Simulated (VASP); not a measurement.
# GeCl3 (P4/mmm) in VASP: further runs

Runs on GeCl3. Level: PBE. Tasks: relaxation of cell and atoms, single point.

All numbers are computed with VASP 6.6.1; they aren't measurements. Logs are shortened: lines on timing, memory, paths and dates and some standing lists are left out, and cuts for length are marked.

### Step 1. The cell of the first run

The structure is tetragonal, space group P4/mmm (No. 123). The conventional cell has a = 3.017 Å, b = 3.017 Å, c = 11.636 Å, α = 90.00°, β = 90.00°, γ = 90.00°. Within 3.5 Å of Ge (site symmetry 4/mmm) lie 2 Cl at 2.69 Å and 4 Ge at 3.02 Å. Cl (site symmetry 4mm) has 1 Ge at 2.69 Å and 5 Cl at 3.02 to 3.13 Å within 3.5 Å. Within 4.0 Å of Cl (site symmetry 4/mmm) lie 6 Cl at 3.02 to 3.13 Å.

The cell was generated, and may not be a known phase.

### Step 2. Relaxation of cell and atoms, PBE

Contents of INCAR:

```
PREC     = Accurate       # precision mode
ENCUT    = 600            # plane-wave cutoff, eV
EDIFF    = 1E-6           # SCF threshold, eV
ISMEAR   = 0              # smearing method
SIGMA    = 0.1            # smearing width, eV
LREAL    = False          # projectors in reciprocal space
LASPH    = True           # aspherical terms in the spheres
NELM     = 80             # most SCF steps
ALGO     = Normal         # electronic algorithm
ISIF     = 3              # what is computed and relaxed
LWAVE    = False          # write WAVECAR
LCHARG   = False          # write CHGCAR
GGA      = PE             # functional
IBRION   = 2              # ionic algorithm
NSW      = 90             # ionic steps
EDIFFG   = -0.04          # ionic threshold
```

Contents of KPOINTS:

```
Automatic mesh
0
Gamma
  6 6 2
```

Contents of POSCAR:

```
GeCl3
1.0
    3.0167199300      0.0000000000      0.0000000000
    0.0000000000      3.0167199300      0.0000000000
    0.0000000000      0.0000000000     11.6358747600
Ge Cl
1 3
Direct
    0.0000000000      0.0000000000      0.0000000000
    0.0000000000      0.0000000000      0.2312210100
    0.0000000000      0.0000000000      0.5000000000
    0.0000000000      0.0000000000      0.7687789900
```

Potentials or basis: VASP PAW PBE potentials, release 64 (Ge_d, Cl).

Run with:

```console
$ cat potpaw_PBE.64/Ge_d/POTCAR potpaw_PBE.64/Cl/POTCAR > POTCAR
$ mpirun -np 1 vasp_std > vasp.out
```

OUTCAR:

```text
PREC = Accurate
   ENCUT = 600
   EDIFF = 1E-6
   ISMEAR = 0
   LREAL = False
   LASPH = True
   NELM = 80
   ISIF = 3
   GGA = PE
   IBRION = 2
   NSW = 90
   EDIFFG = -0.04

 ion  position               nearest neighbor table
   1  0.000  0.000  0.000-   2 2.69   4 2.69
   2  0.000  0.000  0.231-   1 2.69
   3  0.000  0.000  0.500-
   4  0.000  0.000  0.769-   1 2.69

  LATTYP: Found a simple tetragonal cell.
 ALAT       =     3.0167199300
 C/A-ratio  =     3.8571279502

  Lattice vectors:

 A1 = (   3.0167199300,   0.0000000000,   0.0000000000)
 A2 = (   0.0000000000,   3.0167199300,   0.0000000000)
 A3 = (   0.0000000000,   0.0000000000,  11.6358747600)

Analysis of symmetry for initial positions (statically):
=====================================================================
 Subroutine PRICEL returns:
 Original cell was already a primitive cell.

 Routine SETGRP: Setting up the symmetry group for a
 simple tetragonal supercell.

 Subroutine GETGRP returns: Found 16 space group operations
 (whereof 16 operations were pure point group operations)
 out of a pool of 16 trial point group operations.

The static configuration has the point symmetry D_4h.

Analysis of symmetry for dynamics (positions and initial velocities):
=====================================================================
 Subroutine PRICEL returns:
 Original cell was already a primitive cell.

 Routine SETGRP: Setting up the symmetry group for a
 simple tetragonal supercell.

 Subroutine GETGRP returns: Found 16 space group operations
 (whereof 16 operations were pure point group operations)
 out of a pool of 16 trial point group operations.

The dynamic configuration has the point symmetry D_4h.

 Subroutine INISYM returns: Found 16 space group operations
 (whereof 16 operations are pure point group operations),
 and found     1 'primitive' translations

----------------------------------------------------------------------------------------

                                     Primitive cell

  volume of cell :     105.8934

  direct lattice vectors                    reciprocal lattice vectors
[... 83 lines left out ...]
   LASPH  =      T    aspherical Exc in radial PAW
   ENCUT  =  600.0 eV  44.10 Ry    6.64 a.u.   6.03  6.03 23.24*2*pi/ulx,y,z
   NELM   =     80;   NELMIN=  2; NELMDL= -5     # of ELM steps
   EDIFF  = 0.1E-05   stopping-criterion for ELM
   LREAL  =      F    real-space projection
   EDIFFG = -.4E-01   stopping-criterion for IOM
   NSW    =     90    number of steps for IOM
   IBRION =      2    ionic relax: 0-MD 1-quasi-New 2-CG
   NFREE  =      1    steps in history (QN), initial steepest desc. (CG)
   ISIF   =      3    stress and relaxation
   ISYM   =      2    0-nonsym 1-usesym 2-fastsym
   POTIM  = 0.5000    time-step for ionic-motion
   TEBEG  =    0.0;   TEEND  =   0.0 temperature during run
   PSTRESS=    0.0 pullay stress
   NELECT =      35.0000    total number of electrons
   NUPDOWN=      -1.0000    fix difference up-down
   EMIN   =  10.00;   EMAX   =-10.00  energy-range for DOS
   EFERMI =   0.00;   METHOD = LEGACY
   ISMEAR =     0;   SIGMA  =   0.10  broadening in eV -4-tet -1-fermi 0-gaus
   EFERMI_NEDOS =   21; number of points for ismear=-14 and -15
   IALGO  =     38    algorithm
   IMIX   =      4    mixing-type and parameters
     AMIX     =   0.40;   BMIX     =  1.00
     AMIX_MAG =   1.60;   BMIX_MAG =  1.00
  volume/ion in A,a.u.               =      26.47       178.65
  Fermi-wavevector in a.u.,A,eV,Ry     =   1.131899  2.138980 17.431734  1.281196
  Thomas-Fermi vector in A             =   2.268599
   LORBIT       =      0    0 simple, 1 ext, 2 COOP (PROOUT), +10 PAW based schemes
   GGA     = PE    functional components
   LHFCALC =     F    Hartree Fock is set to
   AEXX    =    0.0000 exact exchange contribution
   IVDW    =     0    specifies the selected vdW correction
   LEPSILON=     F    determine dielectric tensor
   LRPA    =     F    only Hartree local field effects (RPA)
 conjugate gradient relaxation of ions
 non-spin polarized calculation
 Gauss-broadening in eV      SIGMA  =   0.10
  energy-cutoff  :      600.00
  volume of cell :      105.89
 maximum number of plane-waves:      3576
   NGX = 13   NGY = 13   NGZ = 47

--------------------------------------- Ionic step        1  -------------------------------------------

 number of electron      34.9999988 magnetization

 Free energy of the ion-electron system (eV)
  ---------------------------------------------------
  ext. energy  EPLUGINS =         0.00000000
  ---------------------------------------------------
  free energy    TOTEN  =        -8.82843603 eV

  energy without entropy =       -8.79222277  energy(sigma->0) =       -8.81032940

------------------------ aborting loop because EDIFF is reached ----------------------------------------

  FORCE on cell =-STRESS in cart. coord.  units (eV):
  Direction    XX          YY          ZZ          XY          YZ          ZX
  --------------------------------------------------------------------------------------
  -------------------------------------------------------------------------------------
  Total       -2.6092296     -2.6092296     -2.8659528      0.0000000     -0.0000000      0.0000000
  in kB      -39.4778827    -39.4778827    -43.3621289      0.0000000     -0.0000000      0.0000000
  external PRESSURE =     -40.7726314 kB  Pullay stress =       0.0000000 kB
[... 95 lines left out ...]
  FREE ENERGIE OF THE ION-ELECTRON SYSTEM (eV)
  ---------------------------------------------------
  free  energy   TOTEN  =        -9.1098003628 eV

  energy  without entropy=       -9.0781907542  energy(sigma->0) =       -9.09399556

[... ionic steps 4 to 11 ...]

--------------------------------------- Ionic step       12  -------------------------------------------

 number of electron      34.9999986 magnetization

------------------------ aborting loop because EDIFF is reached ----------------------------------------
[... 71 lines left out ...]
--------------------------------------- Ionic step       14  -------------------------------------------

 number of electron      35.0000005 magnetization

 Free energy of the ion-electron system (eV)
  ---------------------------------------------------
  ext. energy  EPLUGINS =         0.00000000
  ---------------------------------------------------
  free energy    TOTEN  =        -9.30601966 eV

  energy without entropy =       -9.27755874  energy(sigma->0) =       -9.29178920

 E-fermi :   1.2294     XC(G=0):  -8.4963

 val. band max:        1.2269115426   @ k =   0.3333   0.1667   0.5000
 cond. band min:       1.3175274638   @ k =   0.1667   0.0000   0.0000
 fundamental gap:      0.0906159212
 Fermi energy:         1.2293611716

 k-point     1 :       0.0000    0.0000    0.0000
  band No.  band energies     occupation
      1     -23.2156      2.00000
      2     -23.1950      2.00000
      3     -23.1079      2.00000
      4     -23.1079      2.00000
      5     -23.0158      2.00000
      6     -14.7914      2.00000
[... 500 lines left out ...]
  FREE ENERGIE OF THE ION-ELECTRON SYSTEM (eV)
  ---------------------------------------------------
  free  energy   TOTEN  =        -9.3060196634 eV

  energy  without entropy=       -9.2775587412  energy(sigma->0) =       -9.29178920

 reached required accuracy - stopping structural energy minimisation
```

OSZICAR:

```text
N       E                     dE             d eps       ncg     rms          rms(c)
DAV:   1     0.344758879959E+03    0.34476E+03   -0.17389E+04  1024   0.281E+03
DAV:   2     0.369408381876E+02   -0.30782E+03   -0.29898E+03  1047   0.712E+02
DAV:   3    -0.743624651849E+01   -0.44377E+02   -0.43104E+02   998   0.162E+02
[... 182 lines left out ...]
DAV:   9    -0.930604466138E+01    0.57525E-03   -0.19949E-04  1074   0.154E-01    0.372E-02
DAV:  10    -0.930602393915E+01    0.20722E-04   -0.43467E-05   970   0.411E-02    0.174E-02
DAV:  11    -0.930602289821E+01    0.10409E-05   -0.12517E-06   672   0.850E-03    0.156E-02
DAV:  12    -0.930601945600E+01    0.34422E-05   -0.17784E-06   640   0.965E-03    0.340E-03
DAV:  13    -0.930601966345E+01   -0.20745E-06   -0.68689E-07   460   0.595E-03
  14 F= -.93060197E+01 E0= -.92917892E+01  d E =-.107389E-01
```

Wall time 11 min (1 thread of Oxide Virtual Turin-like, shared host); peak memory 0.23 GiB.

Results:

```
Free energy                           : -9.3060 eV
Relaxed volume                        : 25.71 Å³/atom
Relaxed cell                          : a = 2.799 Å, b = 2.799 Å, c = 13.125 Å, α = 90.00°, β = 90.00°, γ = 90.00°
Space group after relaxing (to 0.1 Å) : P4/mmm (No. 123)
Energy gained by relaxing             : 119.4 meV/atom
Ionic steps                           : 14
Pressure after relaxing               : 0.2 GPa
Largest force after relaxing          : 0.032 eV/Å
Band gap on the k mesh                : zero (an odd number of electrons rules out a gap without spin polarisation)
```

Forces on the atoms (eV/Å):
```
Ge   0.000  0.000  0.000
Cl   0.000  0.000  0.032
Cl   0.000  0.000  0.000
Cl   0.000  0.000 -0.032
```

The path:
```tsv
step	energy change (eV)	largest force (eV/Å)	pressure (GPa)	volume (Å³)
1	0.0000	0.8666	-4.08	105.89
2	-0.2430	0.5999	-1.45	95.90
3	-0.2814	0.4364	0.36	91.26
4	-0.2816	0.4077	0.68	90.68
5	-0.3074	0.3319	0.69	91.22
6	-0.3680	0.1007	0.82	92.86
7	-0.4052	0.3557	1.48	96.08
8	-0.4242	0.2810	1.06	97.31
9	-0.4575	0.1145	0.12	101.00
10	-0.4597	0.1155	-1.23	108.38
11	-0.4668	0.0159	-0.71	105.15
12	-0.4668	0.0046	-0.69	104.82
13	-0.4721	0.0071	-0.45	104.31
14	-0.4776	0.0321	0.19	102.85
```

Final structure:
```
Ge Cl
1.0
     2.79923    0.00000    0.00000
     0.00000    2.79923    0.00000
     0.00000    0.00000   13.12537
Ge Cl
1 3
Cartesian
  0.0000 0.0000 0.0000
  0.0000 0.0000 2.5298
  0.0000 0.0000 6.5627
  0.0000 0.0000 10.5956
```

Levels at points of the mesh, in eV from the Fermi level:
| k point | band 15 | band 16 | band 17 | band 18 | band 19 | band 20 | band 21 |
| --- | --- | --- | --- | --- | --- | --- | --- |
| (0.00, 0.00, 0.00) | -0.03 | -0.03 | 0.91 | 0.91 | 2.59 | 7.51 | 7.51 |
| (0.50, 0.00, 0.00) | -1.49 | -1.14 | 0.60 | 0.62 | 1.54 | 4.81 | 5.74 |
| (0.50, 0.50, 0.00) | -3.07 | -2.57 | -0.49 | -0.49 | -0.19 | 0.22 | 4.60 |
| (0.00, 0.00, 0.50) | -0.03 | -0.03 | 0.91 | 0.91 | 2.50 | 7.51 | 7.51 |
| (0.50, 0.00, 0.50) | -1.58 | -1.05 | 0.60 | 0.62 | 1.54 | 4.78 | 5.78 |
| (0.50, 0.50, 0.50) | -3.07 | -2.57 | -0.49 | -0.49 | -0.24 | 0.26 | 4.60 |

Caveat: this functional lacks dispersion, which binds layers or chains, so the pressure and a relaxed spacing across them are unreliable; an odd number of electrons without spin polarisation forces a metal; a magnetic or distorted state may lie lower.

### Step 3. Single point, PBE

This run uses another cell than the first one, of 26.56 Å³/atom.

Contents of INCAR:

```
ALGO = Fast ; EDIFF = 1E-6
ENCUT = 520 ; GGA = PE
ISIF = 2 ; ISMEAR = 0
LASPH = True ; LCHARG = False
LREAL = False ; LWAVE = False
NBANDS = 26 ; NELM = 60
PREC = Accurate ; SIGMA = 0.1
```

Contents of KPOINTS:

```
k-points
0
Gamma
  16 16 4
```

Contents of POSCAR:

```
GeCl3
1.0
    2.8206672061      0.0000000000      0.0000000000
    0.0000000000      2.8206672061      0.0000000000
    0.0000000000      0.0000000000     13.3542921184
Ge Cl
1 3
Direct
    0.0000000000      0.0000000000      0.0000000000
    0.0000000000      0.0000000000      0.1880725486
    0.0000000000      0.0000000000      0.5000000000
    0.0000000000      0.0000000000      0.8119274514
```

Potentials or basis: VASP PAW PBE potentials, release 64 (Ge_d, Cl).

Run with:

```console
$ cat potpaw_PBE.64/Ge_d/POTCAR potpaw_PBE.64/Cl/POTCAR > POTCAR
$ mpirun -np 1 vasp_std > vasp.out
```

OUTCAR:

```text
EDIFF = 1E-6
   ENCUT = 520
   GGA = PE
   ISIF = 2
   ISMEAR = 0
   LASPH = True
   LREAL = False
   NELM = 60
   PREC = Accurate

 ion  position               nearest neighbor table
   1  0.000  0.000  0.000-   2 2.51   4 2.51
   2  0.000  0.000  0.188-   1 2.51
   3  0.000  0.000  0.500-
   4  0.000  0.000  0.812-   1 2.51

  LATTYP: Found a simple tetragonal cell.
 ALAT       =     2.8206672061
 C/A-ratio  =     4.7344444213

  Lattice vectors:

 A1 = (   2.8206672061,   0.0000000000,   0.0000000000)
 A2 = (   0.0000000000,   2.8206672061,   0.0000000000)
 A3 = (   0.0000000000,   0.0000000000,  13.3542921184)

Analysis of symmetry for initial positions (statically):
=====================================================================
 Subroutine PRICEL returns:
 Original cell was already a primitive cell.

 Routine SETGRP: Setting up the symmetry group for a
[... 169 lines left out ...]
  ---------------------------------------------------
  free energy    TOTEN  =        -9.34080496 eV

  energy without entropy =       -9.32689282  energy(sigma->0) =       -9.33384889

 E-fermi :   1.0060     XC(G=0):  -8.3193

 val. band max:        1.0026445405   @ k =   0.3125   0.0000   0.5000
 cond. band min:       1.0216079137   @ k =   0.0000   0.0000   0.0000
 fundamental gap:      0.0189633732
 Fermi energy:         1.0059500331

 k-point     1 :       0.0000    0.0000    0.0000
  band No.  band energies     occupation
      1     -23.5279      2.00000
      2     -23.5219      2.00000
      3     -23.4292      2.00000
      4     -23.4292      2.00000
      5     -23.3548      2.00000
      6     -14.8072      2.00000
[... 685 lines left out ...]
     25      11.7994      0.00000
     26      12.8259      0.00000

 [... further k-points ...]

------------------------ aborting loop because EDIFF is reached ----------------------------------------

  FORCE on cell =-STRESS in cart. coord.  units (eV):
  Direction    XX          YY          ZZ          XY          YZ          ZX
  --------------------------------------------------------------------------------------
  -------------------------------------------------------------------------------------
  Total       -0.0503952     -0.0503952     -0.0714470      0.0000000      0.0000000      0.0000000
  in kB       -0.7599327     -0.7599327     -1.0773826      0.0000000      0.0000000      0.0000000
  external PRESSURE =      -0.8657493 kB  Pullay stress =       0.0000000 kB

 VOLUME and BASIS-vectors are now :
 -----------------------------------------------------------------------------
  energy-cutoff  :      520.00
  volume of cell :      106.25
      direct lattice vectors                 reciprocal lattice vectors
     2.820667206  0.000000000  0.000000000     0.354526049  0.000000000  0.000000000
     0.000000000  2.820667206  0.000000000     0.000000000  0.354526049  0.000000000
     0.000000000  0.000000000 13.354292118     0.000000000  0.000000000  0.074882292

 POSITION                                       TOTAL-FORCE (eV/Angst)
 -----------------------------------------------------------------------------------
      0.00000      0.00000      0.00000         0.000000     -0.000000      0.000000
      0.00000      0.00000      2.51158         0.000000      0.000000     -0.005702
      0.00000      0.00000      6.67715         0.000000     -0.000000      0.000000
      0.00000      0.00000     10.84272         0.000000      0.000000      0.005702
 -----------------------------------------------------------------------------------
    total drift:                                0.000000      0.000000      0.000000

  FREE ENERGIE OF THE ION-ELECTRON SYSTEM (eV)
  ---------------------------------------------------
  free  energy   TOTEN  =        -9.3408049619 eV

  energy  without entropy=       -9.3268928192  energy(sigma->0) =       -9.33384889
```

stdout:

```text
POSCAR found type information on POSCAR GeCl
 POSCAR found :  2 types and       4 ions
 scaLAPACK will be used
 LDA part: xc-table for (Slater+PW92), standard interpolation
 POSCAR, INCAR and KPOINTS ok, starting setup
 FFT: planning ... GRIDC
 FFT: planning ... GRID_SOFT
 FFT: planning ... GRID
 WAVECAR not read
 entering main loop
WARNING in EDDRMM: call to ZHEGV failed, returncode =   8  4     16
WARNING in EDDRMM: call to ZHEGV failed, returncode =   8  4     16
WARNING in EDDRMM: call to ZHEGV failed, returncode =   8  4     23
WARNING in EDDRMM: call to ZHEGV failed, returncode =   8  4     22
```

Wall time 8.5 min (1 thread of Oxide Virtual Turin-like, shared host); peak memory 0.42 GiB.

Results:

| Quantity | Value |
| --- | --- |
| Free energy | -9.3408 eV |
| Pressure | -0.1 GPa |
| Largest force | 0.006 eV/Å |
| Band gap on the k mesh | zero (an odd number of electrons rules out a gap without spin polarisation) |

Forces on the atoms (eV/Å):
```
Ge   0.000  0.000  0.000
Cl   0.000  0.000 -0.006
Cl   0.000  0.000  0.000
Cl   0.000  0.000  0.006
```

Caveat: this functional lacks dispersion, which binds layers or chains, so the pressure and a relaxed spacing across them are unreliable; an odd number of electrons without spin polarisation forces a metal; a magnetic or distorted state may lie lower.

The gap in the log of VASP goes by the Fermi energy; the results here count the filled bands.